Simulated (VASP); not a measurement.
# MoS2 (P-3m1) in VASP: settings compared, part 2 of 2

VASP 6.6.1. Earlier steps stand in the parts before.

### Step 4. Single point, PBE+D3(BJ)

This run uses another cell than the first one, of 16.89 Å³/atom, 0.890 times its volume.

File INCAR:

```
  PREC = Accurate
  ENCUT = 500
  EDIFF = 1E-6
  ISMEAR = -1
  SIGMA = 0.05
  LREAL = False
  LASPH = True
  NELM = 120
  ALGO = Normal
  ISIF = 2
  LWAVE = False
  LCHARG = False
  GGA = PE
  IVDW = 12
  NBANDS = 20
  GGA_COMPAT = False
```

File KPOINTS:

```
Automatic mesh
0
Gamma
  9 9 4
```

File POSCAR:

```
MoS2
1.0
    3.1735000345      0.0000000000      0.0000000000
   -1.5867500173      2.7483316488      0.0000000000
    0.0000000000      0.0000000000      5.8108347857
Mo S
1 2
Direct
    0.0000000000      0.0000000000      0.5000000000
    0.6666666667      0.3333333333      0.7708752626
    0.3333333333      0.6666666667      0.2291247374
```

The run is started by

```
$ cat potpaw_PBE.64/Mo_sv/POTCAR potpaw_PBE.64/S/POTCAR > POTCAR
$ mpirun -np 1 vasp_std > vasp.out
```

Run time: 36 s. Hardware: 1 thread of Intel Xeon 8259CL, shared host; peak memory 0.19 GiB.

Results (log left out):

```
Free energy                : -22.2915 eV
Pressure                   : -0.1 GPa
Largest force              : 0.011 eV/Å
Band gap on the k mesh     : zero (band 13 reaches 9.27 eV, above the bottom of band 14 at 8.07 eV)
Dispersion energy per atom : -0.450 eV
```

Forces on the atoms (eV/Å):
```
Mo   0.000  0.000  0.000
S    0.000  0.000 -0.011
S    0.000  0.000  0.011
```

Levels at points of the mesh, in eV from the Fermi level:
| k point | band 10 | band 11 | band 12 | band 13 | band 14 | band 15 | band 16 | band 17 |
| --- | --- | --- | --- | --- | --- | --- | --- | --- |
| (0.00, 0.00, 0.00) | -1.45 | -1.22 | -0.91 | -0.91 | -0.16 | -0.16 | 2.96 | 2.96 |
| (0.00, 0.00, 0.50) | -3.89 | -0.93 | -0.93 | -0.39 | -0.39 | 0.12 | 3.44 | 3.44 |

Caveat: pairwise dispersion overbinds metals, which lowers pressure and volume.

### Step 5. Single point, PBE+D3(BJ)

This run uses another cell than the first one, of 17.14 Å³/atom, 0.903 times its volume.

File INCAR:

```
SYSTEM = MoS2
PREC = Accurate ; ENCUT = 500
EDIFF = 1E-6 ; ISMEAR = -1
SIGMA = 0.05 ; LREAL = .False.
LASPH = .True. ; NELM = 120
ALGO = Normal ; ISIF = 2
LWAVE = .False. ; LCHARG = .False.
GGA = PE ; IVDW = 12
NBANDS = 20 ; GGA_COMPAT = .False.
```

File KPOINTS:

```
Automatic mesh
0
Gamma
  9 9 4
  0 0 0
```

File POSCAR:

```
MoS2
1.0
    3.1772444704      0.0000000000      0.0000000000
   -1.5886222352      2.7515744254      0.0000000000
    0.0000000000      0.0000000000      5.8803855816
Mo S
1 2
Direct
    0.0000000000      0.0000000000      0.5000000000
    0.6666666667      0.3333333333      0.7678545054
    0.3333333333      0.6666666667      0.2321454946
```

Potentials or basis: VASP PAW PBE potentials, release 64 (Mo_sv, S).

The run is started by

```
$ cat potpaw_PBE.64/Mo_sv/POTCAR potpaw_PBE.64/S/POTCAR > POTCAR
$ mpirun -np 1 vasp_std > vasp.out
```

OUTCAR:

```text
SYSTEM = MoS2
   PREC = Accurate
   ENCUT = 500
   EDIFF = 1E-6
   ISMEAR = -1
   LREAL = .False.
   LASPH = .True.
   NELM = 120
   ISIF = 2
   GGA = PE
   IVDW = 12
 IVDW          = 12

 ion  position               nearest neighbor table
   1  0.000  0.000  0.500-   2 2.42   3 2.42   3 2.42   2 2.42   2 2.42   3 2.42
   2  0.667  0.333  0.768-   1 2.42   1 2.42   1 2.42
   3  0.333  0.667  0.232-   1 2.42   1 2.42   1 2.42

  LATTYP: Found a hexagonal cell.
 ALAT       =     3.1772444704
 C/A-ratio  =     1.8507815928

  Lattice vectors:

 A1 = (   3.1772444704,   0.0000000000,   0.0000000000)
 A2 = (  -1.5886222352,   2.7515744254,   0.0000000000)
 A3 = (   0.0000000000,   0.0000000000,   5.8803855816)

Analysis of symmetry for initial positions (statically):
=====================================================================
 Subroutine PRICEL returns:
 Original cell was already a primitive cell.

 Routine SETGRP: Setting up the symmetry group for a
 hexagonal supercell.

 Subroutine GETGRP returns: Found 12 space group operations
 (whereof 12 operations were pure point group operations)
 out of a pool of 24 trial point group operations.

The static configuration has the point symmetry D_3d.

[... 161 lines left out ...]

 E-fermi :   8.2576     XC(G=0): -11.1319

 val. band max:        8.2397305868   @ k =   0.1111   0.0000   0.0000
 cond. band min:       8.3052704097   @ k =  -0.1111   0.3333   0.2500
 fundamental gap:      0.0655398229
 Fermi energy:         8.2575645887

 k-point     1 :       0.0000    0.0000    0.0000
  band No.  band energies     occupation
      1     -53.5130      2.00000
      2     -27.5817      2.00000
      3     -27.4845      2.00000
      4     -27.4845      2.00000
      5      -6.9242      2.00000
      6      -5.1418      2.00000
[... 541 lines left out ...]
     19      16.6944      0.00000
     20      17.1920      0.00000

 [... further k-points ...]

------------------------ aborting loop because EDIFF is reached ----------------------------------------

 Edisp (eV)   -1.33061

 E8    (eV) :    -0.5375

  FORCE on cell =-STRESS in cart. coord.  units (eV):
  Direction    XX          YY          ZZ          XY          YZ          ZX
  --------------------------------------------------------------------------------------
  -------------------------------------------------------------------------------------
  Total      -0.23600    -0.23600    -0.23594     0.00000    -0.00000     0.00000
  in kB      -7.35508    -7.35508    -7.35304     0.00000    -0.00000     0.00000
  external pressure =       -7.35 kB  Pullay stress =        0.00 kB

 VOLUME and BASIS-vectors are now :
 -----------------------------------------------------------------------------
  energy-cutoff  :      500.00
  volume of cell :       51.41
      direct lattice vectors                 reciprocal lattice vectors
     3.177244470  0.000000000  0.000000000     0.314738135  0.181714147  0.000000000
    -1.588622235  2.751574425  0.000000000     0.000000000  0.363428294  0.000000000
     0.000000000  0.000000000  5.880385582     0.000000000  0.000000000  0.170056876

 POSITION                                       TOTAL-FORCE (eV/Angst)
 -----------------------------------------------------------------------------------
      0.00000      0.00000      2.94019         0.000000      0.000000      0.000000
      1.58862      0.91719      4.51528         0.000000     -0.000000     -0.010700
     -0.00000      1.83438      1.36511        -0.000000      0.000000      0.010700
 -----------------------------------------------------------------------------------
    total drift:                                0.000000     -0.000000      0.000000

  FREE ENERGIE OF THE ION-ELECTRON SYSTEM (eV)
  ---------------------------------------------------
  free  energy   TOTEN  =       -22.2903474587 eV

  energy  without entropy=      -22.2819081923  energy(sigma->0) =      -22.28612783
```

Wall time 47 s (1 thread of Intel Xeon 8259CL, shared host); peak memory 0.2 GiB.

What came out:

| Quantity | Value |
| --- | --- |
| Free energy | -22.2903 eV |
| Pressure | -0.7 GPa |
| Largest force | 0.011 eV/Å |
| Band gap on the k mesh | zero (band 13 reaches 9.07 eV, above the bottom of band 14 at 7.89 eV) |
| Dispersion energy per atom | -0.444 eV |

Forces in eV/Å, atoms in the order of the input:
```
Mo   0.000  0.000  0.000
S    0.000  0.000 -0.011
S    0.000  0.000  0.011
```

Caveat: three body term missing; pairwise dispersion overbinds metals, which lowers pressure and volume.

### Step 6. Overview

| task | level | cell | cutoff (eV) | gap on the mesh (eV) | pressure (GPa) | relaxed volume (Å³/atom) | largest force (eV/Å) |
| --- | --- | --- | --- | --- | --- | --- | --- |
| relaxation of cell and atoms | revPBE | relaxed from a = 3.227, b = 3.227, c = 6.312 Å, angles 90.0, 90.0, 120.0°, 3 atoms | 600 | none | 0.0 | 23.42 | 0.01 |
| relaxation of cell and atoms | BLYP | relaxed from a = 3.227, b = 3.227, c = 6.312 Å, angles 90.0, 90.0, 120.0°, 3 atoms | 600 | none | 0.0 | 23.53 | - |
| single point | PBE+D3(BJ) | a = 3.174, b = 3.174, c = 5.811 Å, angles 90.0, 90.0, 120.0°, 3 atoms | 500 | none | -0.1 | - | 0.01 |
| single point | PBE+D3(BJ) | a = 3.177, b = 3.177, c = 5.880 Å, angles 90.0, 90.0, 120.0°, 3 atoms | 500 | none | -0.7 | - | 0.01 |

Alike in all rows: potentials or basis VASP PAW PBE potentials, release 64 (Mo_sv, S); no spin polarisation; k mesh 9 × 9 × 4; smearing fermi-dirac 0.05 eV.

Caveats: the volume moved by over 15 % at a fixed basis, so the end points are rough (some runs); the PAW data sets were made with another functional, which shifts forces and pressure a little (some runs); this functional lacks dispersion, which binds the layers, so the pressure and a relaxed spacing across them are unreliable (some runs); pairwise dispersion overbinds metals, which lowers pressure and volume (some runs); three body term missing (some runs).

Absolute energies hang on the potentials; compare differences alone.
